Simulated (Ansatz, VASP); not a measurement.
## Two plane-wave programs on SrO

```xyz
2
Lattice="0.0000 2.4413 2.6340 2.4413 0.0000 2.6340 2.4413 2.4413 0.0000" Properties=species:S:1:pos:R:3 pbc="T T T"
Sr    0.0000    0.0000    0.0000
O     2.4413    2.4413    2.6340
```

Change from the starting cell: strain -0.050 along x and y, +0.025 along z, atoms carried along.

Alike in both runs: task single point; functional PBE; k mesh 8 × 8 × 8; occupations gaussian, width 0.05 eV; no spin polarisation.

|  | VASP | Ansatz |
| --- | --- | --- |
| version | VASP 6.6.1 | Ansatz 0.2.0 |
| potentials or method | VASP PAW PBE potentials, release 64 (Sr_sv, O), cutoff 520 eV | scalar-relativistic, plane waves, PAW |
| valence electrons in the cell | 16 | 16 |

|  | VASP | Ansatz | Ansatz less VASP |
| --- | --- | --- | --- |
| gap on the k mesh at the Fermi level (eV) | 2.99 | 3.04 | +0.044 |
| least direct gap on the mesh (eV) | 2.99 | 3.04 | +0.044 |
| pressure (GPa) | 14.3 | 13.4 | -0.91 |
| traceless stress, the component that is largest in VASP (GPa) | -9.96 | -9.48 | +0.477 |
